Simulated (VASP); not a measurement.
# Os (P6_3/mmc) in VASP: further runs, part 2 of 2

VASP 6.6.1.

### Step 5. Single point, LDA (13.70 Å³/atom)

This run uses another cell than the first one, of 13.70 Å³/atom.

INCAR

```
SYSTEM = Os
ALGO     = Normal         ! electronic algorithm
EDIFF    = 1E-6           ! SCF threshold, eV
ENCUT    = 520            ! plane-wave cutoff, eV
GGA      = CA             ! functional
ISIF     = 2              ! what is computed and relaxed
ISMEAR   = -1             ! smearing method
LASPH    = .TRUE.         ! aspherical terms in the spheres
LCHARG   = .FALSE.        ! write CHGCAR
LREAL    = .FALSE.        ! projectors in reciprocal space
LWAVE    = .FALSE.        ! write WAVECAR
NBANDS   = 15             ! bands
NELM     = 60             ! most SCF steps
PREC     = Accurate       ! precision mode
SIGMA    = 0.1            ! smearing width, eV
```

KPOINTS

```
k-points
0
G
  22 22 12
  0 0 0
```

POSCAR

```
Os
1.0
    2.7175247595      0.0000000000      0.0000000000
   -1.3587623798      2.3534454772      0.0000000000
    0.0000000000      0.0000000000      4.2844606206
Os
2
Direct
    0.3333333333      0.6666666667      0.2500000000
    0.6666666667      0.3333333333      0.7500000000
```

Potentials or basis: VASP PAW LDA potentials, release 64 (Os).

On the command line:

```bash
> cat potpaw_LDA.64/Os/POTCAR > POTCAR
> mpirun -np 1 vasp_std > vasp.out
```

OUTCAR:

```text
SYSTEM = Os
   EDIFF = 1E-6
   ENCUT = 520
   GGA = CA
   ISIF = 2
   ISMEAR = -1
   LASPH = .TRUE.
   LREAL = .FALSE.
   NELM = 60
   PREC = Accurate

 ion  position               nearest neighbor table
   1  0.333  0.667  0.250-   2 2.66   2 2.66   2 2.66   2 2.66   2 2.66   2 2.66
   2  0.667  0.333  0.750-   1 2.66   1 2.66   1 2.66   1 2.66   1 2.66   1 2.66

  LATTYP: Found a hexagonal cell.
 ALAT       =     2.7175247595
 C/A-ratio  =     1.5766040790

  Lattice vectors:

[... 620 lines left out ...]
------------------------ aborting loop because EDIFF is reached ----------------------------------------

  FORCE on cell =-STRESS in cart. coord.  units (eV):
  Direction    XX          YY          ZZ          XY          YZ          ZX
  --------------------------------------------------------------------------------------
  -------------------------------------------------------------------------------------
  Total        0.1322788      0.1322788      0.2742730     -0.0000000     -0.0000000      0.0000000
  in kB        7.7344047      7.7344047     16.0368780     -0.0000000     -0.0000000      0.0000000
  external PRESSURE =      10.5018958 kB  Pullay stress =       0.0000000 kB

 VOLUME and BASIS-vectors are now :
 -----------------------------------------------------------------------------
  energy-cutoff  :      520.00
  volume of cell :       27.40
      direct lattice vectors                 reciprocal lattice vectors
     2.717524759  0.000000000  0.000000000     0.367981928  0.212454465  0.000000000
    -1.358762380  2.353445477  0.000000000     0.000000000  0.424908930  0.000000000
     0.000000000  0.000000000  4.284460621     0.000000000  0.000000000  0.233401608

 POSITION                                       TOTAL-FORCE (eV/Angst)
 -----------------------------------------------------------------------------------
     -0.00000      1.56896      1.07112        -0.000000      0.000000      0.000000
      1.35876      0.78448      3.21335         0.000000     -0.000000      0.000000
 -----------------------------------------------------------------------------------
    total drift:                               -0.000000      0.000000     -0.000000

  FREE ENERGIE OF THE ION-ELECTRON SYSTEM (eV)
  ---------------------------------------------------
  free  energy   TOTEN  =       -25.3276280322 eV

  energy  without entropy=      -25.2902074441  energy(sigma->0) =      -25.30891774
```

OSZICAR:

```text
N       E                     dE             d eps       ncg     rms          rms(c)
DAV:   1     0.977068793239E+02    0.97707E+02   -0.75679E+03 10920   0.103E+03
DAV:   2    -0.224631447521E+02   -0.12017E+03   -0.10558E+03 11123   0.323E+02
DAV:   3    -0.268866054555E+02   -0.44235E+01   -0.42925E+01 14868   0.550E+01
DAV:   4    -0.269149801779E+02   -0.28375E-01   -0.28350E-01 11711   0.449E+00
DAV:   5    -0.269151126033E+02   -0.13243E-03   -0.13242E-03 15036   0.293E-01    0.344E+01
DAV:   6    -0.256794185008E+02    0.12357E+01   -0.10534E+00 13664   0.886E+00    0.153E+01
DAV:   7    -0.253383137275E+02    0.34110E+00   -0.64899E-01 14035   0.676E+00    0.939E-01
DAV:   8    -0.253298185429E+02    0.84952E-02   -0.70837E-03 11165   0.629E-01    0.387E-01
DAV:   9    -0.253276301014E+02    0.21884E-02   -0.16205E-03 13818   0.385E-01    0.510E-02
DAV:  10    -0.253276342037E+02   -0.41023E-05   -0.26687E-05 13447   0.387E-02    0.182E-02
DAV:  11    -0.253276281148E+02    0.60889E-05   -0.18398E-06 10738   0.160E-02    0.145E-03
DAV:  12    -0.253276280322E+02    0.82567E-07   -0.14487E-07  7385   0.299E-03
   1 F= -.25327628E+02 E0= -.25308918E+02  d E =-.374206E-01
```

stdout:

```text
POSCAR found type information on POSCAR Os
 POSCAR found :  1 types and       2 ions
 scaLAPACK will be used
 LDA part: xc-table for (Slater(with rela. corr.)+CA(PZ))
 , standard interpolation
 POSCAR, INCAR and KPOINTS ok, starting setup
 FFT: planning ... GRIDC
 FFT: planning ... GRID_SOFT
 FFT: planning ... GRID
 WAVECAR not read
 entering main loop
```

It took 72 s on 1 thread of Oxide Virtual Turin-like, shared host; peak memory 0.2 GiB.

Results:

- Free energy: -25.3276 eV
- Pressure: 1.1 GPa
- Band gap on the k mesh: zero (bands 8 and 9 overlap by 4.04 eV)

Levels at points of the mesh, in eV from the Fermi level:
```tsv
k point	band 6	band 7	band 8	band 9	band 10	band 11
(0.00, 0.00, 0.00)	-2.30	-2.30	-1.65	-1.65	0.16	1.72
(0.50, 0.00, 0.00)	-2.62	-1.93	2.07	2.66	2.81	4.56
(0.00, 0.00, 0.50)	-3.38	-3.38	-3.38	0.91	0.91	0.91
(0.50, 0.00, 0.50)	-1.27	-0.10	-0.10	2.42	2.42	3.41
```

Caveat: spin-orbit coupling is left out, which moves the levels of the heavy elements.

### Step 6. Single point, LDA (14.25 Å³/atom)

This run uses another cell than the first one, of 14.25 Å³/atom.

INCAR

```
SYSTEM = Os
PREC = Accurate
ENCUT = 520
EDIFF = 1E-6
ISMEAR = -1
SIGMA = 0.1
LREAL = .False.
LASPH = .True.
NELM = 80
ALGO = Normal
ISIF = 2
LWAVE = .False.
LCHARG = .True.
GGA = CA
LELF = .True.
LVHAR = .True.
NBANDS = 15
```

KPOINTS

```
Automatic mesh
0
Gamma
  22 22 12
  0 0 0
```

POSCAR

```
Os
1.0
    2.7532857652      0.0000000000      0.0000000000
   -1.3766428826      2.3844154166      0.0000000000
    0.0000000000      0.0000000000      4.3408415681
Os
2
Direct
    0.3333333333      0.6666666667      0.2500000000
    0.6666666667      0.3333333333      0.7500000000
```

Potentials or basis: VASP PAW LDA potentials, release 64 (Os).

On the command line:

```bash
> cat potpaw_LDA.64/Os/POTCAR > POTCAR
> mpirun -np 1 vasp_std > vasp.out
```

OUTCAR:

```text
SYSTEM = Os
   PREC = Accurate
   ENCUT = 520
   EDIFF = 1E-6
   ISMEAR = -1
   LREAL = .False.
   LASPH = .True.
   NELM = 80
   ISIF = 2
   GGA = CA

 ion  position               nearest neighbor table
   1  0.333  0.667  0.250-   2 2.69   2 2.69   2 2.69   2 2.69   2 2.69   2 2.69
   2  0.667  0.333  0.750-   1 2.69   1 2.69   1 2.69   1 2.69   1 2.69   1 2.69

  LATTYP: Found a hexagonal cell.
 ALAT       =     2.7532857652
 C/A-ratio  =     1.5766040790

  Lattice vectors:

[... 619 lines left out ...]

------------------------ aborting loop because EDIFF is reached ----------------------------------------

  FORCE on cell =-STRESS in cart. coord.  units (eV):
  Direction    XX          YY          ZZ          XY          YZ          ZX
  --------------------------------------------------------------------------------------
  -------------------------------------------------------------------------------------
  Total       -2.7075140     -2.7075140     -2.7754450      0.0000000      0.0000000      0.0000000
  in kB     -152.2208540   -152.2208540   -156.0400430      0.0000000      0.0000000      0.0000000
  external PRESSURE =    -153.4939170 kB  Pullay stress =       0.0000000 kB

 VOLUME and BASIS-vectors are now :
 -----------------------------------------------------------------------------
  energy-cutoff  :      520.00
  volume of cell :       28.50
      direct lattice vectors                 reciprocal lattice vectors
     2.753285765  0.000000000  0.000000000     0.363202401  0.209695004  0.000000000
    -1.376642883  2.384415417  0.000000000     0.000000000  0.419390008  0.000000000
     0.000000000  0.000000000  4.340841568     0.000000000  0.000000000  0.230370076

 POSITION                                       TOTAL-FORCE (eV/Angst)
 -----------------------------------------------------------------------------------
     -0.00000      1.58961      1.08521         0.000000      0.000000      0.000000
      1.37664      0.79481      3.25563        -0.000000      0.000000      0.000000
 -----------------------------------------------------------------------------------
    total drift:                               -0.000000      0.000000     -0.000000

  FREE ENERGIE OF THE ION-ELECTRON SYSTEM (eV)
  ---------------------------------------------------
  free  energy   TOTEN  =       -25.2783246123 eV

  energy  without entropy=      -25.2384612854  energy(sigma->0) =      -25.25839295
```

Run time: 77 s. Hardware: 1 thread of Oxide Virtual Turin-like, shared host; peak memory 0.2 GiB.

Results:

- Free energy: -25.2783 eV
- Pressure: -15.3 GPa
- Band gap on the k mesh: zero (bands 8 and 9 overlap by 3.79 eV)

Caveat: the cell stands under tension; spin-orbit coupling is left out, which moves the levels of the heavy elements.

### Step 7. Summary

```tsv
cell	gap on the mesh (eV)	pressure (GPa)
a = 2.643, b = 2.643, c = 4.167 Å, angles 90.0, 90.0, 120.0°, 2 atoms	none	47.9
a = 2.681, b = 2.681, c = 4.227 Å, angles 90.0, 90.0, 120.0°, 2 atoms	none	21.8
a = 2.718, b = 2.718, c = 4.284 Å, angles 90.0, 90.0, 120.0°, 2 atoms	none	1.1
a = 2.753, b = 2.753, c = 4.341 Å, angles 90.0, 90.0, 120.0°, 2 atoms	none	-15.3
```

Alike in all rows: task single point; level LDA; potentials or basis VASP PAW LDA potentials, release 64 (Os); no spin polarisation; k mesh 22 × 22 × 12; cutoff (eV) 520; smearing fermi-dirac 0.1 eV.

Caveats: spin-orbit coupling is left out, which moves the levels of the heavy elements; the cell stands under pressure (at least some runs); the cell stands under tension (at least some runs).

Total energies depend on the potentials used, so only differences within one code and one set of settings carry meaning.
